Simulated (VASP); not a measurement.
# InSb in VASP: settings compared

The runs below take InSb through single point, with PBE, r2SCAN, HSE06.

Everything below comes from runs of VASP 6.6.1. Logs are shortened: lines on timing, memory, paths and dates and some standing lists are left out, and cuts for length are marked.

## 1. The cell of the first run

The structure is cubic, space group F-43m (No. 216). The conventional cell has a = 6.471 Å, b = 6.471 Å, c = 6.471 Å, α = 90.00°, β = 90.00°, γ = 90.00°. Within 3.7 Å of In (site symmetry -43m) lie 4 Sb at 2.80 Å. Within 3.7 Å of Sb (site symmetry -43m) lie 4 In at 2.80 Å.

## 2. Single point, PBE (strain -1.3%)

File INCAR:

```
PREC = Accurate
ENCUT = 520
EDIFF = 1E-6
ISMEAR = -1
SIGMA = 0.02
LREAL = False
LASPH = True
NELM = 100
ALGO = Normal
ISIF = 2
LWAVE = False
LCHARG = False
GGA = PE
NBANDS = 16
```

File KPOINTS:

```
regular mesh
0
Gamma
  6 6 6
```

File POSCAR:

```
InSb
1.0
    0.0000000000      3.2355675401      3.2355675401
    3.2355675401      0.0000000000      3.2355675401
    3.2355675401      3.2355675401      0.0000000000
In Sb
1 1
Direct
    0.0000000000      0.0000000000      0.0000000000
    0.2500000000      0.2500000000      0.2500000000
```

Potentials or basis: VASP PAW PBE potentials, release 64 (In_d, Sb).

On the command line:

```sh
$ cat potpaw_PBE.64/In_d/POTCAR potpaw_PBE.64/Sb/POTCAR > POTCAR
$ mpirun -np 1 vasp_std > vasp.out
```

OUTCAR:

```text
PREC = Accurate
   ENCUT = 520
   EDIFF = 1E-6
   ISMEAR = -1
   LREAL = False
   LASPH = True
   NELM = 100
   ISIF = 2
   GGA = PE

 ion  position               nearest neighbor table
   1  0.000  0.000  0.000-   2 2.80   2 2.80   2 2.80   2 2.80
   2  0.250  0.250  0.250-   1 2.80   1 2.80   1 2.80   1 2.80

  LATTYP: Found a face centered cubic cell.
 ALAT       =     6.4711350802

  Lattice vectors:

 A1 = (   0.0000000000,   3.2355675401,   3.2355675401)
 A2 = (   3.2355675401,   0.0000000000,   3.2355675401)
 A3 = (   3.2355675401,   3.2355675401,   0.0000000000)

Analysis of symmetry for initial positions (statically):
=====================================================================
 Subroutine PRICEL returns:
 Original cell was already a primitive cell.

 Routine SETGRP: Setting up the symmetry group for a
 face centered cubic supercell.

 Subroutine GETGRP returns: Found 24 space group operations
 (whereof 24 operations were pure point group operations)
 out of a pool of 48 trial point group operations.

The static configuration has the point symmetry T_d .

Analysis of symmetry for dynamics (positions and initial velocities):
=====================================================================
 Subroutine PRICEL returns:
 Original cell was already a primitive cell.

 Routine SETGRP: Setting up the symmetry group for a
 face centered cubic supercell.

 Subroutine GETGRP returns: Found 24 space group operations
 (whereof 24 operations were pure point group operations)
 out of a pool of 48 trial point group operations.

The dynamic configuration has the point symmetry T_d .

 Subroutine INISYM returns: Found 24 space group operations
 (whereof 24 operations are pure point group operations),
 and found     1 'primitive' translations

----------------------------------------------------------------------------------------

                                     Primitive cell

  volume of cell :      67.7456

  direct lattice vectors                    reciprocal lattice vectors
     0.000000000  3.235567540  3.235567540    -0.154532395  0.154532395  0.154532395
     3.235567540  0.000000000  3.235567540     0.154532395 -0.154532395  0.154532395
     3.235567540  3.235567540  0.000000000     0.154532395  0.154532395 -0.154532395

  length of vectors
     4.575783497  4.575783497  4.575783497     0.267657959  0.267657959  0.267657959

  position of ions in fractional coordinates (direct lattice)
[... 68 lines left out ...]
   ENCUT  =  520.0 eV  38.22 Ry    6.18 a.u.   8.51  8.51  8.51*2*pi/ulx,y,z
   NELM   =    100;   NELMIN=  2; NELMDL= -5     # of ELM steps
   EDIFF  = 0.1E-05   stopping-criterion for ELM
   LREAL  =      F    real-space projection
   EDIFFG = 0.1E-04   stopping-criterion for IOM
   NSW    =      0    number of steps for IOM
   IBRION =     -1    ionic relax: 0-MD 1-quasi-New 2-CG
   NFREE  =      0    steps in history (QN), initial steepest desc. (CG)
   ISIF   =      2    stress and relaxation
   ISYM   =      2    0-nonsym 1-usesym 2-fastsym
   POTIM  = 0.5000    time-step for ionic-motion
   TEBEG  =    0.0;   TEEND  =   0.0 temperature during run
   PSTRESS=    0.0 pullay stress
   NELECT =      18.0000    total number of electrons
   NUPDOWN=      -1.0000    fix difference up-down
   EMIN   =  10.00;   EMAX   =-10.00  energy-range for DOS
   EFERMI =   0.00;   METHOD = LEGACY
   ISMEAR =    -1;   SIGMA  =   0.02  broadening in eV -4-tet -1-fermi 0-gaus
   EFERMI_NEDOS =   21; number of points for ismear=-14 and -15
   IALGO  =     38    algorithm
   IMIX   =      4    mixing-type and parameters
     AMIX     =   0.40;   BMIX     =  1.00
     AMIX_MAG =   1.60;   BMIX_MAG =  1.00
  volume/ion in A,a.u.               =      33.87       228.59
  Fermi-wavevector in a.u.,A,eV,Ry     =   1.052459  1.988859 15.070765  1.107670
  Thomas-Fermi vector in A             =   2.187542
   LORBIT       =      0    0 simple, 1 ext, 2 COOP (PROOUT), +10 PAW based schemes
   GGA     = PE    functional components
   LHFCALC =     F    Hartree Fock is set to
   AEXX    =    0.0000 exact exchange contribution
   IVDW    =     0    specifies the selected vdW correction
   LEPSILON=     F    determine dielectric tensor
   LRPA    =     F    only Hartree local field effects (RPA)
 non-spin polarized calculation
  energy-cutoff  :      520.00
  volume of cell :       67.75
 maximum number of plane-waves:      1853
 NGX is ok and might be reduce to    36
   NGX = 17   NGY = 17   NGZ = 17

 number of electron      17.9999993 magnetization

 Free energy of the ion-electron system (eV)
  ---------------------------------------------------
  ext. energy  EPLUGINS =         0.00000000
  ---------------------------------------------------
  free energy    TOTEN  =        -6.87939471 eV

  energy without entropy =       -6.87904091  energy(sigma->0) =       -6.87921781

 E-fermi :   5.1655     XC(G=0):  -8.6970

 val. band max:        5.1516412778   @ k =   0.0000   0.0000   0.0000
 cond. band min:       5.6933674286   @ k =   0.5000   0.0000   0.0000
 fundamental gap:      0.5417261509
 Fermi energy:         5.1655071442

 k-point     1 :       0.0000    0.0000    0.0000
  band No.  band energies     occupation
      1      -9.4685      2.00000
      2      -9.4685      2.00000
      3      -9.4685      2.00000
      4      -9.3826      2.00000
      5      -9.3826      2.00000
      6      -5.5895      2.00000
[... 281 lines left out ...]
      3      -9.4260      2.00000
      4      -9.3953      2.00000
      5      -9.3778      2.00000
      6      -3.5684      2.00000
[... 8 lines left out ...]
     15      14.9520      0.00000
     16      15.6640      0.00000

------------------------ aborting loop because EDIFF is reached ----------------------------------------

  FORCE on cell =-STRESS in cart. coord.  units (eV):
  Direction    XX          YY          ZZ          XY          YZ          ZX
  --------------------------------------------------------------------------------------
  -------------------------------------------------------------------------------------
  Total        1.4212489      1.4212489      1.4212489      0.0000000      0.0000000      0.0000000
  in kB       33.6123853     33.6123853     33.6123853      0.0000000      0.0000000      0.0000000
  external PRESSURE =      33.6123853 kB  Pullay stress =       0.0000000 kB

 VOLUME and BASIS-vectors are now :
 -----------------------------------------------------------------------------
  energy-cutoff  :      520.00
  volume of cell :       67.75
      direct lattice vectors                 reciprocal lattice vectors
     0.000000000  3.235567540  3.235567540    -0.154532395  0.154532395  0.154532395
     3.235567540  0.000000000  3.235567540     0.154532395 -0.154532395  0.154532395
     3.235567540  3.235567540  0.000000000     0.154532395  0.154532395 -0.154532395

 POSITION                                       TOTAL-FORCE (eV/Angst)
 -----------------------------------------------------------------------------------
      0.00000      0.00000      0.00000        -0.000000     -0.000000      0.000000
      1.61778      1.61778      1.61778         0.000000      0.000000     -0.000000
 -----------------------------------------------------------------------------------
    total drift:                               -0.000000     -0.000000     -0.000000

  FREE ENERGIE OF THE ION-ELECTRON SYSTEM (eV)
  ---------------------------------------------------
  free  energy   TOTEN  =        -6.8793947054 eV

  energy  without entropy=       -6.8790409069  energy(sigma->0) =       -6.87921781
```

Run time: 18 s. Hardware: 1 thread of Intel Xeon Platinum 8375C at 2.90GHz (Ice Lake), shared host; peak memory 0.21 GiB.

Results:

```
Free energy            : -6.8794 eV
Pressure               : 3.4 GPa
Band gap on the k mesh : zero (filled and empty bands touch)
```

Levels at points of the mesh, in eV from the Fermi level:
```
           k point  band 6  band 7  band 8  band 9  band 10  band 11  band 12  band 13
(0.00, 0.00, 0.00)  -10.76   -0.18   -0.01   -0.01    -0.01     2.94     2.94     2.94
(0.50, 0.00, 0.00)   -9.38   -5.65   -1.03   -1.03     0.53     3.79     3.79     6.08
(0.50, 0.50, 0.00)   -8.76   -5.95   -2.29   -2.29     1.31     1.32     8.16     8.16
```

Caveat: the cell differs from its parent crystal (strain -1.3%); spin-orbit coupling is left out, which moves the levels of the heavy elements.

[end of part 1 of 2]
